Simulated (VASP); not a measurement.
Write the native input for VASP 6.6.1 that does the following.

```
Task                   : electric field gradients
Functional             : PBE
Potentials or basis    : VASP PAW PBE potentials, release 64 (Al, N)
Cutoff                 : 520 eV
k mesh                 : 14 × 14 × 14
Occupations            : fermi-dirac, width 0.03 eV
Spin                   : no spin polarisation
Dipole correction      : no
Further INCAR settings : ALGO = Normal; EDIFF = 1e-08; NBANDS = 11
```

The structure of AlN (rocksalt type) lies in POSCAR:

```
AlN
1.0
    0.0000000000      2.0352543366      2.0352543366
    2.0352543366      0.0000000000      2.0352543366
    2.0352543366      2.0352543366      0.0000000000
Al N
1 1
Direct
    0.0000000000      0.0000000000      0.0000000000
    0.5000000000      0.5000000000      0.5000000000
```

These files were run (other wordings do the same):

INCAR

```
  ALGO = Normal
  EDIFF = 1E-8
  ENCUT = 520
  GGA = PE
  ISIF = 2
  ISMEAR = -1
  LASPH = T
  LCHARG = F
  LEFG = T
  LREAL = F
  LWAVE = F
  NBANDS = 11
  NELM = 100
  PREC = Accurate
  SIGMA = 0.03
```

KPOINTS

```
k-points
0
Gamma
  14 14 14
```

Potentials or basis: VASP PAW PBE potentials, release 64 (Al, N).

The run is started by

```sh
$ cat potpaw_PBE.64/Al/POTCAR potpaw_PBE.64/N/POTCAR > POTCAR
$ mpirun -np 1 vasp_std > vasp.out
```

Results of the run:

```
Pressure               : -0.3 GPa
Band gap on the k mesh : 4.41 eV, indirect (least direct gap 5.39 eV)
```

Caveat: without QUAD_EFG the Cq values of the log hold for a quadrupole moment of 1 mb, not for the nuclei.

It took 18 s on 1 thread of Intel(R) Xeon(R) Platinum 8259CL CPU @ 2.50GHz (Skylake/Cascade Lake), on a shared host, peak memory 0.14 GiB.
